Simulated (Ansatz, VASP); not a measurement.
## ZnS: VASP beside Ansatz

```
Zn S
1.0
     0.00000    2.72185    2.72185
     2.72185    0.00000    2.72185
     2.72185    2.72185    0.00000
Zn S
1 1
Direct
  0.00000 0.00000 0.00000
  0.75000 0.75000 0.75000
```

Alike in both runs: functional PBE; k mesh 8 × 8 × 8; occupations gaussian, width 0.02 eV; no spin polarisation.

Ansatz relaxed the structure, and its values are those at the end. VASP's run is a single point on that final structure, the one shown.

|  | VASP | Ansatz |
| --- | --- | --- |
| version | VASP 6.6.1 | Ansatz 0.2.0 |
| potentials or method | VASP PAW PBE potentials, release 64 (Zn, S), cutoff 520 eV | scalar-relativistic, plane waves, PAW |
| valence electrons in the cell | 18 | 18 |

|  | VASP | Ansatz | Ansatz less VASP |
| --- | --- | --- | --- |
| gap on the k mesh at the Fermi level (eV) | 2.02 | 2.01 | -0.007 |
| least direct gap on the mesh (eV) | 2.02 | 2.01 | -0.007 |
| pressure (GPa) | 0.1 | 0.0 | -0.14 |
